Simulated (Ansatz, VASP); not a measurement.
# Two plane-wave programs on CeO2

File POSCAR:

```
CeO2
1.0
    0.0000000000      2.7036500000      2.7036500000
    2.7036500000      0.0000000000      2.7036500000
    2.7036500000      2.7036500000      0.0000000000
Ce O
1 2
Direct
    0.0000000000      0.0000000000      0.0000000000
    0.2500000000      0.2500000000      0.2500000000
    0.7500000000      0.7500000000      0.7500000000
```

INCAR.step1

```
SYSTEM = CeO2
PREC = Accurate ; ENCUT = 520
ISMEAR = 0 ; SIGMA = 0.1
LREAL = .False. ; LASPH = .True.
NELM = 60 ; NBANDS = 19
GGA = PE ; ALGO = Normal
EDIFF = 1E-4 ; LWAVE = .True.
LCHARG = .False.
```

The input INCAR.step2:

```
SYSTEM = CeO2
PREC = Accurate ; ENCUT = 520
EDIFF = 1E-6 ; ISMEAR = 0
SIGMA = 0.1 ; LREAL = .False.
LASPH = .True. ; NELM = 60
ALGO = Normal ; ISIF = 2
LWAVE = .False. ; LCHARG = .True.
METAGGA = R2SCAN ; LMIXTAU = .True.
LELF = .True. ; LVHAR = .True.
NBANDS = 19 ; ISTART = 1
```

The input KPOINTS:

```
Automatic mesh
0
Gamma
  6 6 6
  0 0 0
```

Input for Ansatz:

```yaml
crystal:
  lattice:
    - [0.0, 2.70365, 2.70365]
    - [2.70365, 0.0, 2.70365]
    - [2.70365, 2.70365, 0.0]
  atoms:
    - { symbol: Ce, position: [0.0, 0.0, 0.0] }
    - { symbol: O, position: [0.25, 0.25, 0.25] }
    - { symbol: O, position: [0.75, 0.75, 0.75] }
basis:
  ecutwfc: 500
kpoints:
  mp_grid: { grid: [6, 6, 6] }
hamiltonian:
  xc: r2scan
scf:
  occupations: { method: gaussian, width: 0.1 }
output:
  forces: true
  stress: true
  eigenvalues: true
```

Alike in both runs: task single point; functional r2SCAN; k mesh 6 × 6 × 6; occupations gaussian, width 0.1 eV; no spin polarisation.

|  | VASP | Ansatz |
| --- | --- | --- |
| version | VASP 6.6.1 | Ansatz 0.2.0 |
| potentials or method | VASP PAW PBE potentials, release 64 (Ce, O), cutoff 520 eV | scalar-relativistic, plane waves, PAW |
| valence electrons in the cell | 24 | 24 |

```csv
,VASP,Ansatz,Ansatz less VASP
gap on the k mesh at the Fermi level (eV),2.34,2.38,+0.044
least direct gap on the mesh (eV),2.42,2.47,+0.049
pressure (GPa),3.1,3.3,+0.25
```

VASP's potentials were made for PBE, not for r2SCAN. With one functional, cell and mesh, what is left measures potentials, basis and numerics.

Neither program's run includes spin-orbit coupling.
